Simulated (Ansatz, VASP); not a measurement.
## One calculation of W, two programs

The input POSCAR:

```
W
1.0
   -1.5959048000      1.5959048000      1.5959048000
    1.5959048000     -1.5959048000      1.5959048000
    1.5959048000      1.5959048000     -1.5959048000
W
1
Direct
    0.0000000000      0.0000000000      0.0000000000
```

INCAR.step1

```
PREC = Accurate ; ENCUT = 550
ISMEAR = -1 ; SIGMA = 0.1
LREAL = F ; LASPH = T
NELM = 200 ; LMAXMIX = 4
LDAU = T ; LDAUTYPE = 2
LDAUL = 2 ; LDAUU = 2
LDAUJ = 0 ; NBANDS = 13
GGA = PE ; ALGO = Normal
EDIFF = 1E-5 ; LWAVE = T
LCHARG = F ; GGA_COMPAT = F
```

File INCAR.step2:

```
PREC = Accurate ; ENCUT = 550
EDIFF = 1E-6 ; ISMEAR = -1
SIGMA = 0.1 ; LREAL = F
LASPH = T ; NELM = 200
ALGO = Normal ; ISIF = 2
LWAVE = F ; LCHARG = T
LMAXMIX = 4 ; LDAU = T
LDAUTYPE = 2 ; LDAUL = 2
LDAUU = 2 ; LDAUJ = 0
LDAUPRINT = 1 ; METAGGA = R2SCAN
LMIXTAU = T ; LELF = T
LVHAR = T ; NBANDS = 13
ISTART = 1 ; GGA_COMPAT = F
```

File KPOINTS:

```
Automatic mesh
0
Gamma
  8 8 8
```

Input for Ansatz:

```yaml
crystal:
  lattice:
    - [-1.5959048, 1.5959048, 1.5959048]
    - [1.5959048, -1.5959048, 1.5959048]
    - [1.5959048, 1.5959048, -1.5959048]
  atoms:
    - { symbol: W, position: [0.0, 0.0, 0.0] }
  symmetry: { tolerance: 0.0003 }
kpoints:
  mp_grid: { grid: [8, 8, 8], shift: [0, 0, 0] }
magnetization:
  spin_polarized: false
scf:
  occupations: { method: fermi_dirac }
hamiltonian:
  pseudopotentials: { kind: paw }
  xc: r2scan
  hubbard: { sites: [{ species: W, l: d, u_eff: 2.0 }], double_counting: fll }
basis:
  ecutwfc: 500
output:
  forces: true
  stress: true
  eigenvalues: true
```

Alike in both runs: task single point; functional r2SCAN; k mesh 8 × 8 × 8; no spin polarisation; Hubbard terms W d U = 2.0 eV.

|  | VASP | Ansatz |
| --- | --- | --- |
| version | VASP 6.6.1 | Ansatz 0.2.0 |
| potentials or method | VASP PAW PBE potentials, release 64 (W_sv), cutoff 550 eV | PAW plane waves |
| occupations | fermi-dirac, width 0.1 eV | fermi-dirac |
| valence electrons in the cell | 14 | 14 |

|  | VASP | Ansatz | Ansatz less VASP |
| --- | --- | --- | --- |
| gap on the k mesh at the Fermi level (eV) | none | none | - |
| pressure (GPa) | 0.1 | -4.8 | -4.90 |

VASP's potentials were made for PBE, not for r2SCAN. The programs project onto different local orbitals, so the same U acts differently, and such runs can settle in different states. A gap of «none» marks a metal or a gap that the smearing closes. Ansatz's warnings: filled band counts differ across k points.

Neither program's run includes spin-orbit coupling.
